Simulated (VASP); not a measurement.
Here is a VASP 6.6.1 calculation.

The input INCAR:

```
PREC = Accurate
ENCUT = 520
EDIFF = 1E-6
ISMEAR = -1
SIGMA = 0.02
LREAL = False
LASPH = True
NELM = 60
ALGO = Normal
ISIF = 2
LWAVE = False
LCHARG = False
GGA = CA
NBANDS = 14
```

File KPOINTS:

```
regular mesh
0
Gamma
  8 8 8
```

The input POSCAR:

```
NaI
1.0
    0.0000000000      3.2578337372      3.2578337372
    3.2578337372      0.0000000000      3.2578337372
    3.2578337372      3.2578337372      0.0000000000
Na I
1 1
Direct
    0.0000000000      0.0000000000      0.0000000000
    0.5000000000      0.5000000000      0.5000000000
```

Potentials or basis: VASP PAW LDA potentials, release 64 (Na_pv, I).

Run with:

```console
$ cat potpaw_LDA.64/Na_pv/POTCAR potpaw_LDA.64/I/POTCAR > POTCAR
$ mpirun -np 1 vasp_std > vasp.out
```

**Question.** What does it give for the band gap on the k mesh?

**Answer.** 3.29 eV, direct.

**Question.** Predict the pressure.

**Answer.** -1.8 GPa.

Caveat: spin-orbit coupling is left out, which moves the levels of the heavy elements.
